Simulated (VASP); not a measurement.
# LiCl (Pm-3m) in VASP: single point with PBEsol

Aim: the single point of LiCl with PBEsol.

Program: VASP 6.6.1. These are calculated values, not measurements. Logs are shortened: lines on timing, memory, paths and dates and some standing lists are left out, and cuts for length are marked.

### Step 1. The cell of the first run

The structure is cubic, space group Pm-3m (No. 221). Conventional cell: a = 3.271 Å, b = 3.271 Å, c = 3.271 Å, α = 90.00°, β = 90.00°, γ = 90.00°. Within 3.7 Å of Li (site symmetry m-3m) lie 8 Cl at 2.83 Å and 6 Li at 3.27 Å. Cl (site symmetry m-3m) has 8 Li at 2.83 Å and 6 Cl at 3.27 Å within 3.7 Å.

### Step 2. Single point, PBEsol

File INCAR:

```
PREC = Accurate
ENCUT = 520
EDIFF = 1E-6
ISMEAR = 0
SIGMA = 0.01
LREAL = F
LASPH = T
NELM = 60
ALGO = Normal
ISIF = 2
LWAVE = F
LCHARG = T
GGA = PS
LELF = T
LVHAR = T
NBANDS = 12
```

File KPOINTS:

```
Automatic mesh
0
Gamma
  6 6 6
```

File POSCAR:

```
LiCl
1.0
    3.2711235760      0.0000000000      0.0000000000
    0.0000000000      3.2711235760      0.0000000000
    0.0000000000      0.0000000000      3.2711235760
Li Cl
1 1
Direct
    0.0000000000      0.0000000000      0.0000000000
    0.5000000000      0.5000000000      0.5000000000
```

Potentials or basis: VASP PAW PBE potentials, release 64 (Li_sv, Cl).

Launch:

```
$ cat potpaw_PBE.64/Li_sv/POTCAR potpaw_PBE.64/Cl/POTCAR > POTCAR
$ mpirun -np 1 vasp_std > vasp.out
```

OUTCAR:

```text
PREC = Accurate
   ENCUT = 520
   EDIFF = 1E-6
   ISMEAR = 0
   LREAL = F
   LASPH = T
   NELM = 60
   ISIF = 2
   GGA = PS

 ion  position               nearest neighbor table
   1  0.000  0.000  0.000-
   2  0.500  0.500  0.500-

  LATTYP: Found a simple cubic cell.
 ALAT       =     3.2711235760

  Lattice vectors:

 A1 = (   3.2711235760,   0.0000000000,   0.0000000000)
 A2 = (   0.0000000000,   3.2711235760,   0.0000000000)
 A3 = (   0.0000000000,   0.0000000000,   3.2711235760)

Analysis of symmetry for initial positions (statically):
=====================================================================
 Subroutine PRICEL returns:
 Original cell was already a primitive cell.

 Routine SETGRP: Setting up the symmetry group for a
 simple cubic supercell.

 Subroutine GETGRP returns: Found 48 space group operations
 (whereof 48 operations were pure point group operations)
 out of a pool of 48 trial point group operations.

The static configuration has the point symmetry O_h .

Analysis of symmetry for dynamics (positions and initial velocities):
=====================================================================
 Subroutine PRICEL returns:
 Original cell was already a primitive cell.

 Routine SETGRP: Setting up the symmetry group for a
 simple cubic supercell.

 Subroutine GETGRP returns: Found 48 space group operations
 (whereof 48 operations were pure point group operations)
 out of a pool of 48 trial point group operations.

The dynamic configuration has the point symmetry O_h .

 Subroutine INISYM returns: Found 48 space group operations
 (whereof 48 operations are pure point group operations),
 and found     1 'primitive' translations

----------------------------------------------------------------------------------------

                                     Primitive cell

  volume of cell :      35.0018

  direct lattice vectors                    reciprocal lattice vectors
     3.271123576  0.000000000  0.000000000     0.305705357  0.000000000  0.000000000
     0.000000000  3.271123576  0.000000000     0.000000000  0.305705357  0.000000000
     0.000000000  0.000000000  3.271123576     0.000000000  0.000000000  0.305705357

  length of vectors
     3.271123576  3.271123576  3.271123576     0.305705357  0.305705357  0.305705357

  position of ions in fractional coordinates (direct lattice)
     0.000000000  0.000000000  0.000000000
     0.500000000  0.500000000  0.500000000

  ion indices of the primitive-cell ions
   primitive index   ion index
                 1           1
                 2           2

----------------------------------------------------------------------------------------

 KPOINTS: Automatic mesh

Automatic generation of k-mesh.
 Grid dimensions read from file:
 generate k-points for:    6    6    6

 Generating k-lattice:

  Cartesian coordinates                     Fractional coordinates (reciprocal lattice)
     0.050950893  0.000000000  0.000000000     0.166666667  0.000000000  0.000000000
     0.000000000  0.050950893  0.000000000     0.000000000  0.166666667  0.000000000
     0.000000000  0.000000000  0.050950893     0.000000000  0.000000000  0.166666667

  Length of vectors
     0.050950893  0.050950893  0.050950893

  Shift w.r.t. Gamma in fractional coordinates (k-lattice)
     0.000000000  0.000000000  0.000000000

 Subroutine IBZKPT returns following result:
 ===========================================

 Found     20 irreducible k-points:

 Following reciprocal coordinates:
            Coordinates               Weight
  0.000000  0.000000  0.000000      1.000000
  0.166667  0.000000  0.000000      6.000000
  0.333333  0.000000  0.000000      6.000000
  0.500000  0.000000  0.000000      3.000000
  0.166667  0.166667  0.000000     12.000000
  0.333333  0.166667  0.000000     24.000000
[... 12 lines left out ...]
  0.500000  0.500000  0.333333      6.000000
  0.500000  0.500000  0.500000      1.000000
   k-points           NKPTS =     20   k-points in BZ     NKDIM =     20   number of bands    NBANDS=     12
   number of dos      NEDOS =    301   number of ions     NIONS =      2
   total plane-waves  NPLWV =  13824
   dimension x,y,z NGX =    24 NGY =   24 NGZ =   24
   dimension x,y,z NGXF=    48 NGYF=   48 NGZF=   48
   ions per type =               1   1
   NGX,Y,Z   is equivalent  to a cutoff of  12.20, 12.20, 12.20 a.u.
   NGXF,Y,Z  is equivalent  to a cutoff of  24.39, 24.39, 24.39 a.u.
 SYSTEM =  unknown system
   PREC   = accura    normal or accurate (medium, high low for compatibility)
   ISTART =      0    job   : 0-new  1-cont  2-samecut
   ICHARG =      2    charge: 1-file 2-atom 10-const
   ISPIN  =      1    spin polarized calculation?
   LNONCOLLINEAR =      F non collinear calculations
   LSORBIT =      F    spin-orbit coupling
   LASPH  =      T    aspherical Exc in radial PAW
   ENCUT  =  520.0 eV  38.22 Ry    6.18 a.u.   6.08  6.08  6.08*2*pi/ulx,y,z
   NELM   =     60;   NELMIN=  2; NELMDL= -5     # of ELM steps
   EDIFF  = 0.1E-05   stopping-criterion for ELM
   LREAL  =      F    real-space projection
   EDIFFG = 0.1E-04   stopping-criterion for IOM
   NSW    =      0    number of steps for IOM
   IBRION =     -1    ionic relax: 0-MD 1-quasi-New 2-CG
   NFREE  =      0    steps in history (QN), initial steepest desc. (CG)
   ISIF   =      2    stress and relaxation
   ISYM   =      2    0-nonsym 1-usesym 2-fastsym
   POTIM  = 0.5000    time-step for ionic-motion
   TEBEG  =    0.0;   TEEND  =   0.0 temperature during run
   PSTRESS=    0.0 pullay stress
   NELECT =      10.0000    total number of electrons
   NUPDOWN=      -1.0000    fix difference up-down
   EMIN   =  10.00;   EMAX   =-10.00  energy-range for DOS
   EFERMI =   0.00;   METHOD = LEGACY
   ISMEAR =     0;   SIGMA  =   0.01  broadening in eV -4-tet -1-fermi 0-gaus
   EFERMI_NEDOS =   21; number of points for ismear=-14 and -15
   IALGO  =     38    algorithm
   IMIX   =      4    mixing-type and parameters
     AMIX     =   0.40;   BMIX     =  1.00
     AMIX_MAG =   1.60;   BMIX_MAG =  1.00
  volume/ion in A,a.u.               =      17.50       118.10
  Fermi-wavevector in a.u.,A,eV,Ry     =   1.078230  2.037558 15.817846  1.162579
  Thomas-Fermi vector in A             =   2.214163
   LORBIT       =      0    0 simple, 1 ext, 2 COOP (PROOUT), +10 PAW based schemes
   GGA     = PS    functional components
   LHFCALC =     F    Hartree Fock is set to
   AEXX    =    0.0000 exact exchange contribution
   IVDW    =     0    specifies the selected vdW correction
   LEPSILON=     F    determine dielectric tensor
   LRPA    =     F    only Hartree local field effects (RPA)
 non-spin polarized calculation
 Gauss-broadening in eV      SIGMA  =   0.01
  energy-cutoff  :      520.00
  volume of cell :       35.00
 maximum number of plane-waves:       968
   NGX = 13   NGY = 13   NGZ = 13

 number of electron      10.0000013 magnetization

 Free energy of the ion-electron system (eV)
  ---------------------------------------------------
  ext. energy  EPLUGINS =         0.00000000
  ---------------------------------------------------
  free energy    TOTEN  =        -7.09487956 eV

  energy without entropy =       -7.09487956  energy(sigma->0) =       -7.09487956

 E-fermi :   1.6781     XC(G=0):  -8.7753

 val. band max:        1.5082593092   @ k =   0.5000   0.5000   0.0000
 cond. band min:       5.7853582640   @ k =   0.0000   0.0000   0.0000
 fundamental gap:      4.2770989548
 Fermi energy:         1.6781401832

 k-point     1 :       0.0000    0.0000    0.0000
  band No.  band energies     occupation
      1     -43.0803      2.00000
      2     -12.7310      2.00000
      3       0.6786      2.00000
      4       0.6786      2.00000
      5       0.6786      2.00000
      6       5.7854      0.00000
      7      10.0270      0.00000
      8      10.0270      0.00000
      9      14.6736      0.00000
     10      14.6736      0.00000
     11      14.6736      0.00000
     12      18.5317      0.00000

 k-point     2 :       0.1667    0.0000    0.0000
  band No.  band energies     occupation
      1     -43.0796      2.00000
      2     -12.6114      2.00000
      3      -0.3584      2.00000
      4       0.7895      2.00000
      5       0.7895      2.00000
      6       6.3787      0.00000
      7      10.3520      0.00000
      8      10.6426      0.00000
      9      13.7164      0.00000
     10      13.7164      0.00000
     11      14.9178      0.00000
     12      18.7254      0.00000

 k-point     3 :       0.3333    0.0000    0.0000
  band No.  band energies     occupation
      1     -43.0781      2.00000
      2     -12.3514      2.00000
      3      -1.8776      2.00000
      4       1.0281      2.00000
      5       1.0281      2.00000
      6       6.9949      0.00000
      7      11.0303      0.00000
      8      11.2293      0.00000
      9      12.2762      0.00000
     10      12.2762      0.00000
     11      17.2232      0.00000
     12      17.2533      0.00000

 k-point     4 :       0.5000    0.0000    0.0000
  band No.  band energies     occupation
      1     -43.0773      2.00000
      2     -12.2090      2.00000
      3      -2.5098      2.00000
      4       1.1573      2.00000
      5       1.1573      2.00000
      6       7.2052      0.00000
      7      10.9197      0.00000
      8      11.6705      0.00000
      9      11.6705      0.00000
     10      11.9396      0.00000
     11      15.7727      0.00000
     12      19.4349      0.00000

 k-point     5 :       0.1667    0.1667    0.0000
  band No.  band energies     occupation
      1     -43.0789      2.00000
      2     -12.4918      2.00000
      3      -0.3152      2.00000
      4      -0.1491      2.00000
      5       0.8946      2.00000
      6       7.0717      0.00000
      7      10.5404      0.00000
      8      10.9337      0.00000
      9      12.8999      0.00000
     10      13.4324      0.00000
     11      15.3636      0.00000
     12      17.1544      0.00000
[... 168 lines left out ...]
      1     -43.0740      2.00000
      2     -11.6191      2.00000
      3      -1.1154      2.00000
      4      -0.8052      2.00000
      5      -0.8052      2.00000
      6       8.0876      0.00000
      7       8.0876      0.00000
      8       8.1007      0.00000
      9      13.6345      0.00000
     10      16.5824      0.00000
     11      16.5824      0.00000
     12      16.9705      0.00000

 k-point    18 :       0.5000    0.3333    0.3333
  band No.  band energies     occupation
      1     -43.0734      2.00000
      2     -11.4878      2.00000
      3      -1.4944      2.00000
      4      -0.8278      2.00000
      5      -0.5690      2.00000
      6       7.2921      0.00000
      7       7.4927      0.00000
      8       8.1035      0.00000
      9      14.0001      0.00000
     10      16.3691      0.00000
     11      16.8564      0.00000
     12      18.5687      0.00000

 k-point    19 :       0.5000    0.5000    0.3333
  band No.  band energies     occupation
      1     -43.0728      2.00000
      2     -11.3608      2.00000
      3      -1.2645      2.00000
      4      -1.2645      2.00000
      5      -0.4700      2.00000
      6       6.5681      0.00000
      7       7.4081      0.00000
      8       7.4081      0.00000
      9      13.8026      0.00000
     10      16.9553      0.00000
     11      18.9133      0.00000
     12      18.9133      0.00000

 k-point    20 :       0.5000    0.5000    0.5000
  band No.  band energies     occupation
      1     -43.0722      2.00000
      2     -11.2396      2.00000
      3      -1.0074      2.00000
      4      -1.0074      2.00000
      5      -1.0074      2.00000
      6       6.5557      0.00000
      7       6.5557      0.00000
      8       6.5557      0.00000
      9      13.4978      0.00000
     10      19.9671      0.00000
     11      19.9671      0.00000
     12      19.9671      0.00000

------------------------ aborting loop because EDIFF is reached ----------------------------------------

  FORCE on cell =-STRESS in cart. coord.  units (eV):
  Direction    XX          YY          ZZ          XY          YZ          ZX
  --------------------------------------------------------------------------------------
  -------------------------------------------------------------------------------------
  Total       -0.2836826     -0.2836826     -0.2836826     -0.0000000      0.0000000     -0.0000000
  in kB      -12.9853146    -12.9853146    -12.9853146     -0.0000000      0.0000000     -0.0000000
  external PRESSURE =     -12.9853146 kB  Pullay stress =       0.0000000 kB

 VOLUME and BASIS-vectors are now :
 -----------------------------------------------------------------------------
  energy-cutoff  :      520.00
  volume of cell :       35.00
      direct lattice vectors                 reciprocal lattice vectors
     3.271123576  0.000000000  0.000000000     0.305705357  0.000000000  0.000000000
     0.000000000  3.271123576  0.000000000     0.000000000  0.305705357  0.000000000
     0.000000000  0.000000000  3.271123576     0.000000000  0.000000000  0.305705357

 POSITION                                       TOTAL-FORCE (eV/Angst)
 -----------------------------------------------------------------------------------
      0.00000      0.00000      0.00000         0.000000      0.000000      0.000000
      1.63556      1.63556      1.63556         0.000000      0.000000      0.000000
 -----------------------------------------------------------------------------------
    total drift:                                0.000000     -0.000000     -0.000000

  FREE ENERGIE OF THE ION-ELECTRON SYSTEM (eV)
  ---------------------------------------------------
  free  energy   TOTEN  =        -7.0948795572 eV

  energy  without entropy=       -7.0948795572  energy(sigma->0) =       -7.09487956
```

Wall time 4.1 s (1 thread of Intel Xeon 6975P-C, shared host); peak memory 0.13 GiB.

Results:

```
Free energy            : -7.0949 eV
Band gap on the k mesh : 4.28 eV, indirect (least direct gap 5.09 eV)
```

Caveat: the cutoff is under 1.25 times the usual one of these potentials, so pressure, stress and relaxed cells hold a basis-set (Pulay) error; the PAW data sets were made with another functional, which shifts forces and pressure a little.
